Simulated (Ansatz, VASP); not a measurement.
# Two plane-wave programs on Hf

```xyz
1
Lattice="2.9558 0.0000 0.0000 0.0000 2.9558 0.0000 0.0000 0.0000 2.9558" Properties=species:S:1:pos:R:3 pbc="T T T"
Hf    0.0000    0.0000    0.0000
```

Alike in both runs: task single point; functional PBE; k mesh 18 × 18 × 18; occupations fermi-dirac, width 0.1 eV; no spin polarisation.

|  | VASP | Ansatz |
| --- | --- | --- |
| version | VASP 6.6.1 | Ansatz 0.2.0 |
| potentials or method | VASP PAW PBE potentials, release 64 (Hf_pv), cutoff 520 eV | plane waves (420 eV) with PAW, scalar-relativistic |
| valence electrons in the cell | 10 | 26 |

```csv
,VASP,Ansatz,Ansatz less VASP
pressure (GPa),-2.9,-2.7,+0.27
```

VASP's potentials hold 10 valence electrons a cell and Ansatz's 26, so a difference there can come from the potentials and not from the codes.

Spin-orbit coupling is off throughout.
